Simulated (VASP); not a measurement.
Runs of VASP 6.6.1 on Ag. The structure is that of space group Fm-3m (No. 225), or close to it. The cells are those of the table. 

```tsv
task	cell	cutoff (eV)	gap on the mesh (eV)	pressure (GPa)	relaxed volume (Å³/atom)
relaxation of cell and atoms	relaxed from a = 2.932 Å, angles 60.0°, 1 atom	600	none	0.0	17.81
relaxation of cell and atoms	relaxed from a = 2.933 Å, angles 60.0°, 1 atom	600	none	0.0	17.81
single point	a = 2.933 Å, angles 60.0°, 1 atom	520	none	-0.2	-
single point	a = 3.010 Å, angles 60.0°, 1 atom	520	none	(a)	-
```

Alike in all rows: level PBE; potentials or basis VASP PAW PBE potentials, release 64 (Ag); no spin polarisation; k mesh 17 × 17 × 17; smearing fermi-dirac 0.05 eV.

Question: Fill in the values left out.

Answer: (a) -5.6.

A k mesh can miss the band edges, and the runs leave out spin-orbit coupling on Ag.

A gap of «none» marks levels without a gap at the run's occupations.
